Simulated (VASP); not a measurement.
Write the native input for VASP 6.6.1 that does the following.

| Quantity | Value |
| --- | --- |
| Task | single point |
| Functional | LDA |
| Potentials or basis | VASP PAW LDA potentials, release 64 (Te) |
| Cutoff | 520 eV |
| k mesh | 15 × 15 × 15 |
| Occupations | gaussian, width 0.15 eV |
| Spin | no spin polarisation |
| Dipole correction | no |
| Further INCAR settings | ALGO = Normal; EDIFF = 1e-06; NBANDS = 9 |

The structure of Te lies in POSCAR:

```
Te
1.0
    2.3923757555      1.3313144930      1.6909537039
   -2.3923757555      1.3313144930      1.6909537039
    0.0000000000     -2.6626289859      1.6909537039
Te
1
Direct
    0.5000000000      0.5000000000      0.5000000000
```

This cell differs from its parent crystal: strain +0.0375 x Voigt [1, 0, 0, 0, 0, 0].

The input as run:

INCAR

```
SYSTEM = Te
PREC = Accurate
ENCUT = 520
EDIFF = 1E-6
ISMEAR = 0
SIGMA = 0.15
LREAL = .False.
LASPH = .True.
NELM = 80
ALGO = Normal
ISIF = 2
LWAVE = .False.
LCHARG = .False.
GGA = CA
NBANDS = 9
```

KPOINTS

```
Automatic mesh
0
Gamma
  15 15 15
  0 0 0
```

Potentials or basis: VASP PAW LDA potentials, release 64 (Te).

Command:

```bash
$ cat potpaw_LDA.64/Te/POTCAR > POTCAR
$ mpirun -np 1 vasp_std > vasp.out
```

It gave:

```
Pressure               : -3.3 GPa
Band gap on the k mesh : zero (bands 3 and 4 overlap by 4.54 eV)
```

Caveat: the cell differs from its parent crystal (strain +0.0375 x Voigt [1, 0, 0, 0, 0, 0]); the cell stands under tension; spin-orbit coupling is left out, which moves the levels of the heavy elements.

Run time: 45 s on 1 thread of Intel(R) Xeon(R) 6975P-C (Granite Rapids), on a shared host, peak memory 0.34 GiB.
